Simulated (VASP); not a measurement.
Crystal: PbSe.

```
Pb Se
1.0
     3.83412    0.00000    0.00000
     0.00000    3.83412    0.00000
     0.00000    0.00000    3.83412
Pb Se
1 1
Direct
  0.00000 0.00000 0.00000
  0.50000 0.50000 0.50000
```

Base run:

```yaml
Program: VASP 6.6.1
Functional: PBE
Potentials_or_basis: VASP PAW PBE potentials, release 64 (Pb_d, Se)
Cutoff: 520 eV
k_mesh: 7 × 7 × 7
Occupations: fermi-dirac, width 0.05 eV
Spin: no spin polarisation
```

Its results: band gap on the k mesh zero (band 10 reaches 4.91 eV, above the bottom of band 11 at 4.86 eV); pressure -1.9 GPa.

Question: The run is repeated on the same cell with these changes: functional from PBE to r2SCAN. What comes out?

Answer: Band gap on the k mesh 0.16 eV, indirect (least direct gap 1.21 eV); pressure -2.5 GPa.

r2SCAN gives the wider gap, since meta-GGAs in the generalised Kohn-Sham scheme recover part of the derivative discontinuity.

Caveats: spin-orbit coupling is left out, which moves the levels of the heavy elements; the PAW data sets were made with another functional, which shifts forces and pressure a little (some runs).

A k mesh can miss the band edges.
